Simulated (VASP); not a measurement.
# Cd48Se49 (a cell with a defect) in VASP: single point with PBEsol

Aim: the single point of Cd48Se49 (a cell with a defect) with PBEsol.

All numbers are computed with VASP 6.6.1; they aren't measurements. Logs are shortened: lines on timing, memory, paths and dates and some standing lists are left out, and cuts for length are marked.

**1. The cell of the first run**

The cell holds a defect, 97 atoms: a = 12.907 Å, b = 14.903 Å, c = 14.042 Å, α = 90.00°, β = 90.00°, γ = 90.00°.

**2. Single point, PBEsol**

Input file INCAR:

```
SYSTEM = Cd48Se49
PREC = Accurate
ENCUT = 520
EDIFF = 1E-6
ISMEAR = -1
SIGMA = 0.05
LREAL = Auto
LASPH = .True.
NELM = 80
ALGO = Normal
ISIF = 2
LWAVE = .False.
LCHARG = .False.
GGA = PS
NBANDS = 489
ISYM = 0
LUSENCCL = .False.
```

Input file KPOINTS:

```
Automatic mesh
0
Gamma
  1 1 1
  0.25 0.25 0.25
```

Input file POSCAR:

```
Cd48Se49
1.0
   12.9066740000      0.0000000000      0.0000000000
    0.0000000000     14.9033430000      0.0000000000
    0.0000000000      0.0000000000     14.0415350000
Cd Se
48 49
Direct
    0.9985570000      0.1635310000      0.0036890000
    0.9960820000      0.1678760000      0.4987140000
    0.3309790000      0.1664780000      0.0017060000
    0.3296670000      0.1674170000      0.4987560000
    0.1660990000      0.4186110000      0.0018040000
    0.1574460000      0.4163580000      0.5017890000
    0.0012990000      0.6684110000      0.0000680000
    0.9990490000      0.6658450000      0.5016750000
    0.6636590000      0.1632390000      0.9985600000
    0.6613800000      0.1646260000      0.4976990000
    0.4969710000      0.4184980000      0.9975170000
    0.4936160000      0.4145060000      0.4978430000
    0.3329260000      0.6657690000      0.0003170000
    0.3330160000      0.6651060000      0.5005590000
    0.1660530000      0.9169820000      0.0014150000
    0.1640280000      0.9160950000      0.4994900000
    0.8315470000      0.4175420000      0.9976810000
    0.8155110000      0.4141580000      0.4766870000
    0.6638770000      0.6689890000      0.9994610000
    0.6684190000      0.6648560000      0.5030030000
    0.4974940000      0.9163360000      0.0011640000
    0.4966240000      0.9142580000      0.4993940000
    0.8314380000      0.9172720000      0.0018370000
    0.8311260000      0.9158120000      0.4997130000
    0.1648330000      0.0831930000      0.2517030000
    0.1671480000      0.0867530000      0.7507950000
    0.9954450000      0.3331060000      0.2487510000
    0.0121150000      0.3256220000      0.7609840000
    0.4963850000      0.0823490000      0.2506830000
    0.4940850000      0.0801910000      0.7498320000
    0.3292480000      0.3336410000      0.2503180000
    0.3320010000      0.3332510000      0.7525460000
    0.1652500000      0.5834260000      0.2515580000
    0.1696320000      0.5870990000      0.7488860000
    0.9985410000      0.8338920000      0.2504960000
    0.0044160000      0.8474830000      0.7525180000
    0.8306360000      0.0823680000      0.2514900000
    0.8317500000      0.0839510000      0.7506010000
    0.6590120000      0.3309170000      0.2371620000
    0.6499910000      0.3198140000      0.7556780000
    0.4990810000      0.5835610000      0.2521180000
    0.5079380000      0.5840790000      0.7472440000
    0.3312020000      0.8320930000      0.2501060000
    0.3329950000      0.8319000000      0.7511750000
    0.8315690000      0.5855970000      0.2456740000
    0.8491450000      0.6021000000      0.7568580000
    0.6643290000      0.8331580000      0.2516730000
    0.6659780000      0.8372240000      0.7504700000
    0.9973690000      0.1653810000      0.1902560000
    0.9984960000      0.1661390000      0.6874560000
    0.3307320000      0.1668410000      0.1888620000
    0.3324360000      0.1688360000      0.6868330000
    0.1626240000      0.4170870000      0.1889110000
    0.1713220000      0.4198150000      0.6888990000
    0.0002610000      0.6676590000      0.1873390000
    0.0131190000      0.6841630000      0.6875490000
    0.6637150000      0.1622390000      0.1852650000
    0.6620740000      0.1597210000      0.6857030000
    0.4932060000      0.4186770000      0.1846270000
    0.4924560000      0.4178420000      0.6856080000
    0.3321370000      0.6656070000      0.1881580000
    0.3388950000      0.6667720000      0.6878920000
    0.1654380000      0.9169920000      0.1888170000
    0.1725630000      0.9221460000      0.6869740000
    0.8286970000      0.4170970000      0.1859050000
    0.9242090000      0.4562640000      0.6701090000
    0.6634580000      0.6675940000      0.1868310000
    0.6740390000      0.6715910000      0.6907160000
    0.4976430000      0.9158440000      0.1886190000
    0.4979540000      0.9154700000      0.6870250000
    0.8310530000      0.9160490000      0.1891530000
    0.8331110000      0.9190890000      0.6874870000
    0.1626880000      0.0833290000      0.4389850000
    0.1650390000      0.0833690000      0.9383350000
    0.9914400000      0.3336180000      0.4364040000
    0.9996040000      0.3311940000      0.9450640000
    0.4942520000      0.0807980000      0.4379550000
    0.4957820000      0.0824290000      0.9372570000
    0.3245830000      0.3336520000      0.4374390000
    0.3307960000      0.3328440000      0.9392440000
    0.1653090000      0.5827320000      0.4391200000
    0.1659990000      0.5837470000      0.9369680000
    0.9976450000      0.8329840000      0.4377760000
    0.9986040000      0.8356320000      0.9393250000
    0.8297750000      0.0827430000      0.4388130000
    0.8320820000      0.0832640000      0.9377380000
    0.6501840000      0.3254700000      0.4236240000
    0.6639140000      0.3315140000      0.9398560000
    0.5006810000      0.5825080000      0.4395650000
    0.4996590000      0.5842660000      0.9353120000
    0.3298940000      0.8314930000      0.4376940000
    0.3314330000      0.8326320000      0.9387820000
    0.8333780000      0.5854800000      0.4329990000
    0.8324650000      0.5857010000      0.9410190000
    0.6643030000      0.8319110000      0.4391290000
    0.6648980000      0.8354890000      0.9382740000
    0.7381950000      0.4412110000      0.6524710000
```

Potentials or basis: VASP PAW PBE potentials, release 64 (Cd, Se).

Command:

```console
$ cat potpaw_PBE.64/Cd/POTCAR potpaw_PBE.64/Se/POTCAR > POTCAR
$ mpirun -np 1 vasp_std > vasp.out
```

OUTCAR:

```text
SYSTEM = Cd48Se49
   PREC = Accurate
   ENCUT = 520
   EDIFF = 1E-6
   ISMEAR = -1
   LREAL = Auto
   LASPH = .True.
   NELM = 80
   ISIF = 2
   GGA = PS
   ISYM = 0

 ion  position               nearest neighbor table
   1  0.999  0.164  0.004-  49 2.62  74 2.62  86 2.63  76 2.63
   2  0.996  0.168  0.499-  75 2.62  73 2.63  85 2.63  50 2.65
   3  0.331  0.166  0.002-  51 2.63  78 2.63  74 2.63  80 2.63
   4  0.330  0.167  0.499-  79 2.62  77 2.63  73 2.63  52 2.64
   5  0.166  0.419  0.002-  82 2.62  53 2.63  80 2.63  76 2.64
   6  0.157  0.416  0.502-  81 2.63  54 2.63  75 2.64  79 2.64
[... 9 lines left out ...]
  16  0.164  0.916  0.499-  83 2.63  91 2.63  73 2.63  64 2.64
  17  0.832  0.418  0.998-  76 2.63  94 2.63  88 2.64  65 2.64
  18  0.816  0.414  0.477-  87 2.62  75 2.63  93 2.64  97 2.69  66 3.12
  19  0.664  0.669  0.999-  96 2.63  90 2.63  67 2.63  94 2.64
  20  0.668  0.665  0.503-  93 2.63  68 2.64  89 2.64  95 2.65
  21  0.497  0.916  0.001-  96 2.63  92 2.63  69 2.63  78 2.63
  22  0.497  0.914  0.499-  91 2.63  77 2.63  95 2.63  70 2.63
  23  0.831  0.917  0.002-  96 2.63  84 2.63  71 2.63  86 2.63
  24  0.831  0.916  0.500-  83 2.63  85 2.63  95 2.63  72 2.64
[... 19 lines left out ...]
  44  0.333  0.832  0.751-  62 2.62  70 2.63  64 2.63  92 2.63
  45  0.832  0.586  0.246-  67 2.62  55 2.63  93 2.63  65 2.65
  46  0.849  0.602  0.757-  94 2.61  56 2.63  68 2.65  66 2.67  97 3.15
  47  0.664  0.833  0.252-  67 2.63  71 2.63  95 2.63  69 2.63
  48  0.666  0.837  0.750-  68 2.61  70 2.62  72 2.63  96 2.64
  49  0.997  0.165  0.190-   1 2.62  37 2.63  25 2.63  27 2.63
  50  0.998  0.166  0.687-  28 2.60  38 2.63  26 2.63   2 2.65
  51  0.331  0.167  0.189-   3 2.63  29 2.63  25 2.63  31 2.63
  52  0.332  0.169  0.687-  26 2.62  32 2.62  30 2.62   4 2.64
[... 43 lines left out ...]
  96  0.665  0.835  0.938-  19 2.63  21 2.63  23 2.63  48 2.64
  97  0.738  0.441  0.652-  66 2.42  40 2.58  18 2.69  46 3.15

IMPORTANT INFORMATION: All symmetrisations will be switched off!
NOSYMM: (Re-)initialisation of all symmetry stuff for point group C_1.

----------------------------------------------------------------------------------------

                                     Primitive cell

  volume of cell :    2700.9256

  direct lattice vectors                    reciprocal lattice vectors
    12.906674000  0.000000000  0.000000000     0.077479295  0.000000000  0.000000000
     0.000000000 14.903343000  0.000000000     0.000000000  0.067099039  0.000000000
     0.000000000  0.000000000 14.041535000     0.000000000  0.000000000  0.071217285

  length of vectors
    12.906674000 14.903343000 14.041535000     0.077479295  0.067099039  0.071217285

  position of ions in fractional coordinates (direct lattice)
     0.998557000  0.163531000  0.003689000
     0.996082000  0.167876000  0.498714000
     0.330979000  0.166478000  0.001706000
     0.329667000  0.167417000  0.498756000
     0.166099000  0.418611000  0.001804000
     0.157446000  0.416358000  0.501789000
[... 89 lines left out ...]
     0.664898000  0.835489000  0.938274000
     0.738195000  0.441211000  0.652471000

  ion indices of the primitive-cell ions
   primitive index   ion index
                 1           1
                 2           2
                 3           3
                 4           4
                 5           5
                 6           6
[... 89 lines left out ...]
                96          96
                97          97

----------------------------------------------------------------------------------------
[... 32 lines left out ...]
   number of dos      NEDOS =    301   number of ions     NIONS =     97
   total plane-waves  NPLWV = ******
   dimension x,y,z NGX =    96 NGY =  112 NGZ =  108
   dimension x,y,z NGXF=   192 NGYF=  224 NGZF=  216
   ions per type =              48  49
   NGX,Y,Z   is equivalent  to a cutoff of  12.37, 12.49, 12.79 a.u.
   NGXF,Y,Z  is equivalent  to a cutoff of  24.73, 24.99, 25.57 a.u.
 SYSTEM =  Cd48Se49
   PREC   = accura    normal or accurate (medium, high low for compatibility)
   ISTART =      0    job   : 0-new  1-cont  2-samecut
   ICHARG =      2    charge: 1-file 2-atom 10-const
   ISPIN  =      1    spin polarized calculation?
   LNONCOLLINEAR =      F non collinear calculations
   LSORBIT =      F    spin-orbit coupling
   LASPH  =      T    aspherical Exc in radial PAW
   ENCUT  =  520.0 eV  38.22 Ry    6.18 a.u.  24.00 27.71 26.11*2*pi/ulx,y,z
   NELM   =     80;   NELMIN=  2; NELMDL= -5     # of ELM steps
   EDIFF  = 0.1E-05   stopping-criterion for ELM
   LREAL  =      T    real-space projection
   EDIFFG = 0.1E-04   stopping-criterion for IOM
   NSW    =      0    number of steps for IOM
   IBRION =     -1    ionic relax: 0-MD 1-quasi-New 2-CG
   NFREE  =      0    steps in history (QN), initial steepest desc. (CG)
   ISIF   =      2    stress and relaxation
   ISYM   =      0    0-nonsym 1-usesym 2-fastsym
   POTIM  = 0.5000    time-step for ionic-motion
   TEBEG  =    0.0;   TEEND  =   0.0 temperature during run
   PSTRESS=    0.0 pullay stress
   NELECT =     870.0000    total number of electrons
   NUPDOWN=      -1.0000    fix difference up-down
   EMIN   =  10.00;   EMAX   =-10.00  energy-range for DOS
   EFERMI =   0.00;   METHOD = LEGACY
   ISMEAR =    -1;   SIGMA  =   0.05  broadening in eV -4-tet -1-fermi 0-gaus
   EFERMI_NEDOS =   21; number of points for ismear=-14 and -15
   IALGO  =     38    algorithm
   IMIX   =      4    mixing-type and parameters
     AMIX     =   0.40;   BMIX     =  1.00
     AMIX_MAG =   1.60;   BMIX_MAG =  1.00
  volume/ion in A,a.u.               =      27.84       187.90
  Fermi-wavevector in a.u.,A,eV,Ry     =   1.122218  2.120684 17.134798  1.259372
  Thomas-Fermi vector in A             =   2.258876
   LORBIT       =      0    0 simple, 1 ext, 2 COOP (PROOUT), +10 PAW based schemes
   GGA     = PS    functional components
   LHFCALC =     F    Hartree Fock is set to
   AEXX    =    0.0000 exact exchange contribution
   IVDW    =     0    specifies the selected vdW correction
   LEPSILON=     F    determine dielectric tensor
   LRPA    =     F    only Hartree local field effects (RPA)
 non-spin polarized calculation
  energy-cutoff  :      520.00
  volume of cell :     2700.93
 maximum number of plane-waves:     72745
   NGX = 47   NGY = 55   NGZ = 53

 number of electron     870.0000019 magnetization

 Free energy of the ion-electron system (eV)
  ---------------------------------------------------
  ext. energy  EPLUGINS =         0.00000000
  ---------------------------------------------------
  free energy    TOTEN  =      -298.97514596 eV

  energy without entropy =     -298.97512958  energy(sigma->0) =     -298.97513777

 E-fermi :   1.7875     XC(G=0):  -9.1389

 val. band max:        1.1954339968   @ k =  -0.2500   0.2500  -0.2500
 cond. band min:       2.3839302208   @ k =   0.2500   0.2500   0.2500
 fundamental gap:      1.1884962240
 Fermi energy:         1.7875172478

 k-point     1 :       0.2500    0.2500    0.2500
  band No.  band energies     occupation
      1     -12.4773      2.00000
      2     -11.7278      2.00000
      3     -11.6478      2.00000
      4     -11.6305      2.00000
      5     -11.6077      2.00000
      6     -11.5563      2.00000
[... 1789 lines left out ...]
    446       3.7525      0.00000
    447       3.7918      0.00000
 [bands above 447 left out]

------------------------ aborting loop because EDIFF is reached ----------------------------------------

  FORCE on cell =-STRESS in cart. coord.  units (eV):
  Direction    XX          YY          ZZ          XY          YZ          ZX
  --------------------------------------------------------------------------------------
  -------------------------------------------------------------------------------------
  Total       11.8128505     14.7691327     12.5403671      1.1664215      0.4200014      1.0749985
  in kB        7.0073315      8.7609853      7.4388912      0.6919162      0.2491430      0.6376844
  external PRESSURE =       7.7357360 kB  Pullay stress =       0.0000000 kB

 VOLUME and BASIS-vectors are now :
 -----------------------------------------------------------------------------
  energy-cutoff  :      520.00
  volume of cell :     2700.93
      direct lattice vectors                 reciprocal lattice vectors
    12.906674000  0.000000000  0.000000000     0.077479295  0.000000000  0.000000000
     0.000000000 14.903343000  0.000000000     0.000000000  0.067099039  0.000000000
     0.000000000  0.000000000 14.041535000     0.000000000  0.000000000  0.071217285

 POSITION                                       TOTAL-FORCE (eV/Angst)
 -----------------------------------------------------------------------------------
     12.88805      2.43716      0.05180        -0.009071      0.002560     -0.006306
     12.85611      2.50191      7.00271        -0.005901     -0.009795      0.008513
      4.27184      2.48108      0.02395        -0.001635     -0.000498      0.001160
      4.25490      2.49507      7.00330        -0.003716     -0.004242      0.004322
      2.14379      6.23870      0.02533         0.001359     -0.003283     -0.001868
      2.03210      6.20513      7.04589        -0.007966      0.014698      0.010544
[... 89 lines left out ...]
      8.58162     12.45158     13.17481         0.004772      0.004972     -0.001081
      9.52764      6.57552      9.16169        -0.011507      0.031859     -0.031299
 -----------------------------------------------------------------------------------
    total drift:                               -0.052668      0.012352      0.034784

  FREE ENERGIE OF THE ION-ELECTRON SYSTEM (eV)
  ---------------------------------------------------
  free  energy   TOTEN  =      -298.9751459649 eV

  energy  without entropy=     -298.9751295764  energy(sigma->0) =     -298.97513777
```

Wall time 7.8 min (1 × NVIDIA H100 80GB with 1 thread of AMD EPYC 7R13 (Zen 3), shared host); peak memory 4.3 GiB.

Results:

* Free energy: -298.9751 eV
* Pressure: 0.8 GPa
* Largest force: 0.046 eV/Å
* Band gap on the k mesh: 1.19 eV

Forces in eV/Å, atoms in the order of the input:
```
Cd  -0.009  0.003 -0.006
Cd  -0.006 -0.010  0.009
Cd  -0.002  0.000  0.001
Cd  -0.004 -0.004  0.004
Cd   0.001 -0.003 -0.002
Cd  -0.008  0.015  0.011
Cd  -0.005  0.001  0.005
Cd  -0.002 -0.003 -0.003
Cd  -0.007  0.004  0.000
Cd  -0.001 -0.002 -0.001
Cd  -0.001  0.000 -0.004
Cd   0.001  0.004  0.001
Cd  -0.001 -0.001  0.001
Cd  -0.013 -0.001  0.001
Cd   0.000  0.001  0.003
Cd  -0.006 -0.004  0.001
Cd  -0.003  0.000 -0.007
Cd  -0.010  0.000  0.023
Cd  -0.006 -0.003  0.000
Cd  -0.002 -0.003  0.005
Cd  -0.003  0.000  0.003
Cd  -0.002 -0.004  0.001
Cd  -0.007 -0.001  0.003
Cd  -0.002 -0.003 -0.002
Cd   0.006 -0.002  0.004
Cd  -0.003  0.000 -0.002
Cd   0.000  0.002 -0.011
Cd  -0.008 -0.006 -0.001
Cd   0.006 -0.002 -0.001
Cd   0.000  0.001  0.003
Cd   0.009 -0.004  0.000
Cd  -0.001 -0.009  0.005
Cd   0.003  0.004  0.007
Cd   0.005 -0.001 -0.005
Cd   0.005  0.000  0.003
Cd   0.003  0.006  0.002
Cd  -0.001  0.000  0.001
Cd   0.006  0.007  0.001
Cd   0.010 -0.003  0.004
Cd   0.000 -0.010  0.006
Cd   0.001  0.001  0.000
Cd   0.007  0.001 -0.001
Cd   0.006  0.000  0.003
Cd   0.001  0.000  0.000
Cd   0.004 -0.005 -0.001
Cd  -0.012 -0.010  0.003
Cd   0.002  0.002  0.005
Cd   0.004  0.000  0.003
Se  -0.002  0.006  0.007
Se  -0.004  0.000 -0.011
Se  -0.010 -0.001  0.001
Se   0.004  0.002 -0.004
Se  -0.008 -0.003  0.003
Se   0.001 -0.001 -0.016
Se  -0.003 -0.003  0.007
Se   0.012  0.004 -0.013
Se  -0.013  0.000  0.003
Se  -0.001 -0.023 -0.008
Se   0.003 -0.002  0.007
Se   0.026 -0.007 -0.009
Se  -0.008 -0.003 -0.004
Se  -0.002 -0.003 -0.004
Se  -0.006  0.001 -0.002
Se   0.000  0.010 -0.008
Se  -0.005  0.002  0.007
Se   0.010 -0.004 -0.013
Se  -0.006 -0.009 -0.002
Se  -0.006  0.003 -0.010
Se  -0.009  0.000  0.005
Se  -0.006 -0.003 -0.012
Se  -0.006  0.001  0.001
Se   0.002 -0.007  0.001
Se   0.008  0.003  0.005
Se   0.004  0.002  0.001
Se   0.008  0.018  0.001
Se   0.001  0.000  0.011
Se   0.007 -0.003 -0.005
Se   0.002  0.005 -0.007
Se   0.006  0.003 -0.007
Se  -0.006  0.003  0.011
Se   0.005 -0.008 -0.002
Se   0.001  0.011 -0.004
Se  -0.001  0.005  0.002
Se  -0.001 -0.003  0.004
Se   0.005  0.010  0.003
Se   0.005  0.006  0.001
Se   0.007  0.005 -0.004
Se   0.017 -0.006  0.021
Se   0.010  0.001  0.004
Se  -0.001  0.006 -0.001
Se   0.004  0.006 -0.005
Se   0.000  0.003 -0.002
Se   0.000 -0.012 -0.002
Se   0.001 -0.011  0.004
Se   0.004 -0.001  0.002
Se   0.005  0.005 -0.001
Se  -0.012  0.032 -0.031
```

Levels at points of the mesh, in eV from the valence-band top:
```csv
k point,band 433,band 434,band 435,band 436,band 437,band 438
"(0.25, 0.25, 0.25)",-0.45,-0.36,-0.02,1.19,1.98,2.05
```

Caveat: the PAW data sets were made with another functional, which shifts forces and pressure a little.
